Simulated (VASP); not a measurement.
# Ti4Se (F-43m) in VASP: a series of runs, part 2 of 2

VASP 6.6.1.

## 5. Relaxation of cell and atoms, PBE, collinear spin, ferromagnetic start

Contents of INCAR:

```
SYSTEM = Ti4Se
PREC = Accurate ; ENCUT = 600
EDIFF = 1E-6 ; ISMEAR = 0
SIGMA = 0.1 ; LREAL = .False.
LASPH = .True. ; NELM = 150
ALGO = Normal ; ISIF = 3
LWAVE = .False. ; LCHARG = .False.
ISPIN = 2 ; MAGMOM = 1 1 1 1 0
LORBIT = 11 ; LMAXMIX = 4
GGA = PE ; IBRION = 2
NSW = 90 ; EDIFFG = -0.04
```

Contents of KPOINTS:

```
Automatic mesh
0
Gamma
  4 4 4
  0 0 0
```

Contents of POSCAR:

```
Ti4Se
1.0
    0.0000000000      3.5828429600      3.5828429600
    3.5828429600      0.0000000000      3.5828429600
    3.5828429600      3.5828429600      0.0000000000
Ti Se
4 1
Direct
    0.6314648800      0.6314648800      0.6314648800
    0.6314648800      0.6314648800      0.1056053700
    0.6314648800      0.1056053700      0.6314648800
    0.1056053700      0.6314648800      0.6314648800
    0.0000000000      0.0000000000      0.0000000000
```

On the command line:

```
$ cat potpaw_PBE.64/Ti_sv/POTCAR potpaw_PBE.64/Se/POTCAR > POTCAR
$ mpirun -np 1 vasp_std > vasp.out
```

Wall time 5.1 min (1 thread of AMD EPYC 7R13 (Zen 3), shared host); peak memory 0.28 GiB.

The run converged. Its results:

| Item | Value |
| --- | --- |
| Free energy | -31.3282 eV |
| Relaxed volume | 20.59 Å³/atom |
| Relaxed cell | a = 5.261 Å, b = 5.261 Å, c = 5.261 Å, α = 60.00°, β = 60.00°, γ = 60.00° |
| Space group after relaxing (to 0.05 Å) | F-43m (No. 216) |
| Energy gained by relaxing | 124.7 meV/atom |
| Ionic steps | 6 |
| Pressure after relaxing | 0.2 GPa |
| Largest force after relaxing | 0.036 eV/Å |
| Band gap on the k mesh | zero (filled and empty bands overlap) |
| Net moment | 0.00 μB per cell |
| Valence electrons inside the program's atomic spheres | Ti 10.44; Se 3.71 |

Forces on the atoms (eV/Å):
```
Ti  -0.021 -0.021 -0.021
Ti   0.021  0.021 -0.021
Ti   0.021 -0.021  0.021
Ti  -0.021  0.021  0.021
Se   0.000  0.000  0.000
```

The path:
| step | energy change (eV) | largest force (eV/Å) | pressure (GPa) | volume (Å³) |
| --- | --- | --- | --- | --- |
| 1 | 0.0000 | 1.9931 | 9.27 | 91.98 |
| 2 | -0.6018 | 0.0948 | -1.82 | 106.90 |
| 3 | -0.6190 | 0.1390 | -0.59 | 104.43 |
| 4 | -0.6189 | 0.1660 | -0.44 | 104.17 |
| 5 | -0.6233 | 0.0662 | 0.03 | 103.23 |
| 6 | -0.6236 | 0.0359 | 0.16 | 102.95 |

Final structure:
```xyz
5
Lattice="0.0000 3.7199 3.7199 3.7199 0.0000 3.7199 3.7199 3.7199 0.0000" Properties=species:S:1:pos:R:3 pbc="T T T"
Ti    4.6448    4.6448    4.6448
Ti    2.7951    2.7951    4.6448
Ti    2.7951    4.6448    2.7951
Ti    4.6448    2.7951    2.7951
Se    0.0000    0.0000    0.0000
```

Levels at points of the mesh, in eV from the Fermi level:
Spin up:
| k point | band 23 | band 24 | band 25 | band 26 | band 27 | band 28 | band 29 | band 30 | band 31 | band 32 |
| --- | --- | --- | --- | --- | --- | --- | --- | --- | --- | --- |
| (0.00, 0.00, 0.00) | -1.77 | -1.77 | -1.73 | -0.58 | -0.58 | 0.39 | 0.39 | 0.39 | 2.54 | 2.54 |
| (0.50, 0.00, 0.00) | -1.16 | -1.16 | -0.35 | -0.13 | -0.13 | 0.26 | 0.56 | 0.60 | 0.60 | 0.81 |
| (0.50, 0.50, 0.00) | -0.78 | -0.61 | -0.56 | -0.56 | -0.27 | 0.24 | 0.65 | 0.70 | 0.70 | 0.91 |
Spin down:
| k point | band 23 | band 24 | band 25 | band 26 | band 27 | band 28 | band 29 | band 30 | band 31 | band 32 |
| --- | --- | --- | --- | --- | --- | --- | --- | --- | --- | --- |
| (0.00, 0.00, 0.00) | -1.77 | -1.77 | -1.73 | -0.58 | -0.58 | 0.39 | 0.39 | 0.39 | 2.54 | 2.54 |
| (0.50, 0.00, 0.00) | -1.16 | -1.16 | -0.35 | -0.13 | -0.13 | 0.26 | 0.56 | 0.60 | 0.60 | 0.81 |
| (0.50, 0.50, 0.00) | -0.78 | -0.61 | -0.56 | -0.56 | -0.27 | 0.24 | 0.65 | 0.70 | 0.70 | 0.91 |

Caveat: the k points lie up to 0.37 Å⁻¹ apart in the final cell.

## 6. Relaxation of cell and atoms, PBE

This run uses another cell than the first one, of 20.60 Å³/atom, 1.120 times its volume.

Contents of INCAR:

```
SYSTEM = Ti4Se
PREC = Accurate
ENCUT = 600
EDIFF = 1E-6
ISMEAR = 0
SIGMA = 0.1
LREAL = .FALSE.
LASPH = .TRUE.
NELM = 60
ALGO = Normal
ISIF = 3
LWAVE = .FALSE.
LCHARG = .FALSE.
GGA = PE
IBRION = 2
NSW = 100
EDIFFG = -0.01
```

Contents of KPOINTS:

```
Automatic mesh
0
G
  10 10 10
  0 0 0
```

Contents of POSCAR:

```
Ti4Se
1.0
    0.0000000000      3.7204359689      3.7204359689
    3.7204359689      0.0000000000      3.7204359689
    3.7204359689      3.7204359689      0.0000000000
Ti Se
4 1
Direct
    0.3758319148      0.8725042556      0.3758319148
    0.3758319148      0.3758319148      0.3758319148
    0.8725042556      0.3758319148      0.3758319148
    0.3758319148      0.3758319148      0.8725042556
    0.0000000000      0.0000000000      0.0000000000
```

Potentials or basis: VASP PAW PBE potentials, release 64 (Ti_sv, Se).

On the command line:

```
$ cat potpaw_PBE.64/Ti_sv/POTCAR potpaw_PBE.64/Se/POTCAR > POTCAR
$ mpirun -np 1 vasp_std > vasp.out
```

Run time: 7 min. Hardware: 1 thread of AMD EPYC 7R13 (Zen 3), shared host; peak memory 0.34 GiB.

Results (log left out):

```yaml
Free_energy: -31.3096 eV
Relaxed_volume: 20.86 Å³/atom
Relaxed_cell: a = 5.284 Å, b = 5.284 Å, c = 5.284 Å, α = 60.00°, β = 60.00°, γ = 60.00°
Space_group_after_relaxing_to_0.05_Å: F-43m (No. 216)
Energy_gained_by_relaxing: 0.6 meV/atom
Ionic_steps: 4
Pressure_after_relaxing: 0.0 GPa
Largest_force_after_relaxing: 0.003 eV/Å
Band_gap_on_the_k_mesh: zero (band 27 reaches 6.63 eV, above the bottom of band 28 at 6.42 eV)
```

Forces in eV/Å, atoms in the order of the input:
```
Ti   0.002 -0.002  0.002
Ti  -0.002 -0.002 -0.002
Ti  -0.002  0.002  0.002
Ti   0.002  0.002 -0.002
Se   0.000  0.000  0.000
```

The path:
```tsv
step	energy change (eV)	largest force (eV/Å)	pressure (GPa)	volume (Å³)
1	0.0000	0.0415	0.66	102.99
2	-0.0028	0.0139	0.01	104.27
3	-0.0028	0.0132	0.00	104.32
4	-0.0028	0.0031	-0.04	104.30
```

Final structure:
```xyz
5
Lattice="0.0000 3.7361 3.7361 3.7361 0.0000 3.7361 3.7361 3.7361 0.0000" Properties=species:S:1:pos:R:3 pbc="T T T"
Ti    4.6655    2.8067    4.6655
Ti    2.8067    2.8067    2.8067
Ti    2.8067    4.6655    4.6655
Ti    4.6655    4.6655    2.8067
Se    0.0000    0.0000    0.0000
```

Levels at points of the mesh, in eV from the Fermi level:
```
           k point  band 23  band 24  band 25  band 26  band 27  band 28  band 29  band 30  band 31  band 32
(0.00, 0.00, 0.00)    -1.73    -1.73    -1.70    -0.57    -0.57     0.39     0.39     0.39     2.49     2.49
(0.50, 0.00, 0.00)    -1.13    -1.13    -0.35    -0.13    -0.13     0.25     0.54     0.60     0.60     0.80
(0.50, 0.50, 0.00)    -0.76    -0.58    -0.54    -0.54    -0.25     0.25     0.64     0.69     0.69     0.88
```

## 7. Overview

| task | spin | cell | k mesh | cutoff (eV) | gap on the mesh (eV) | pressure (GPa) | moment (μB) | relaxed volume (Å³/atom) | largest force (eV/Å) |
| --- | --- | --- | --- | --- | --- | --- | --- | --- | --- |
| single point | collinear, ferromagnetic start | a = 5.067 Å, angles 60.0°, 5 atoms | 4 × 4 × 4 | 520 | none | 9.3 | 0.00 | - | 1.99 |
| single point | collinear, ferromagnetic start | a = 5.261 Å, angles 60.0°, 5 atoms | 4 × 4 × 4 | 520 | none | 0.1 | 0.00 | - | 0.01 |
| single point | off | a = 5.286 Å, angles 60.0°, 5 atoms | 10 × 10 × 10 | 520 | none | -0.1 | - | - | 0.01 |
| relaxation of cell and atoms | collinear, ferromagnetic start | relaxed from a = 5.067 Å, angles 60.0°, 5 atoms | 4 × 4 × 4 | 600 | none | 0.2 | 0.00 | 20.59 | 0.04 |
| relaxation of cell and atoms | off | relaxed from a = 5.261 Å, angles 60.0°, 5 atoms | 10 × 10 × 10 | 600 | none | 0.0 | - | 20.86 | - |

Alike in all rows: level PBE; potentials or basis VASP PAW PBE potentials, release 64 (Ti_sv, Se); smearing gaussian 0.1 eV.

Caveats: some runs use coarse meshes; forces of over 1 eV/Å act on the atoms, so gaps and moduli don't describe the material at rest (some runs).

Total energies depend on the potentials used, so only differences within one code and one set of settings carry meaning.
